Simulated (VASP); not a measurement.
A run of VASP 6.6.1:

INCAR

```
PREC = Accurate ; ENCUT = 520
EDIFF = 1E-7 ; ISMEAR = 0
SIGMA = 0.15 ; LREAL = False
LASPH = True ; NELM = 100
ALGO = Normal ; ISIF = 2
LWAVE = False ; LCHARG = False
GGA = PS ; NBANDS = 37
```

Contents of KPOINTS:

```
Automatic mesh
0
Gamma
  12 12 12
```

The input POSCAR:

```
Ta4C3
1.0
    1.5516367303      0.8958378839     10.1645109695
   -1.5516367303      0.8958378839     10.1645109695
    0.0000000000     -1.7916757678     10.1645109695
Ta C
4 3
Direct
    0.3733722057      0.3733722057      0.3733722057
    0.6244615989      0.6244615989      0.6244615989
    0.2096180968      0.2096180968      0.2096180968
    0.7911180546      0.7911180546      0.7911180546
    0.5025935066      0.5025935066      0.5025935066
    0.9960170748      0.9960170748      0.9960170748
    0.0845400886      0.0845400886      0.0845400886
```

Potentials or basis: VASP PAW PBE potentials, release 64 (Ta_pv, C).

The run is started by

```bash
$ cat potpaw_PBE.64/Ta_pv/POTCAR potpaw_PBE.64/C/POTCAR > POTCAR
$ mpirun -np 1 vasp_std > vasp.out
```

Hardware: 1 thread of Intel(R) Xeon(R) 6975P-C (Granite Rapids), with other jobs on the host.

Q: How long does it take, and how much memory?

A: Run time: 67 min on 1 thread of Intel(R) Xeon(R) 6975P-C (Granite Rapids), with other jobs on the host, peak memory 1.2 GiB. Counts: scf iterations 17, k points 189.
